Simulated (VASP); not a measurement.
Wanted: the native input for a VASP 6.6.1 run.

| Quantity | Value |
| --- | --- |
| Task | single point |
| Functional | PBE |
| Dispersion | D3(BJ) |
| Potentials or basis | VASP PAW PBE potentials, release 64 (Cr_pv) |
| Cutoff | 500 eV |
| k mesh | 10 × 10 × 10 |
| Occupations | gaussian, width 0.1 eV |
| Spin | no spin polarisation |
| Dipole correction | no |
| Further INCAR settings | ALGO = Normal; EDIFF = 1e-06; NBANDS = 12 |

The structure of Cr lies in POSCAR:

```
Cr
1.0
   -1.4114709093      1.4114709093      1.4114709093
    1.4114709093     -1.4114709093      1.4114709093
    1.4114709093      1.4114709093     -1.4114709093
Cr
1
Direct
    0.0000000000      0.0000000000      0.0000000000
```

These files were run (other wordings do the same):

INCAR

```
PREC = Accurate
ENCUT = 500
EDIFF = 1E-6
ISMEAR = 0
SIGMA = 0.1
LREAL = False
LASPH = True
NELM = 120
ALGO = Normal
ISIF = 2
LWAVE = False
LCHARG = True
GGA = PE
IVDW = 12
LELF = True
LVHAR = True
NBANDS = 12
GGA_COMPAT = False
```

KPOINTS

```
regular mesh
0
Gamma
  10 10 10
```

Potentials or basis: VASP PAW PBE potentials, release 64 (Cr_pv).

The run is started by

```console
$ cat potpaw_PBE.64/Cr_pv/POTCAR > POTCAR
$ mpirun -np 1 vasp_std > vasp.out
```

It gave:

```yaml
Pressure: -0.5 GPa
Band_gap_on_the_k_mesh: zero (band 6 reaches 13.87 eV, above the bottom of band 7 at 10.39 eV)
Dispersion_energy_per_atom: -0.509 eV
```

Caveat: the run has no spin polarisation, though such a crystal can be magnetic; pairwise dispersion overbinds metals, which lowers pressure and volume.

Wall time 10 s on 1 thread of Intel(R) Xeon(R) Platinum 8259CL CPU @ 2.50GHz (Skylake/Cascade Lake) (shared host), peak memory 0.12 GiB.
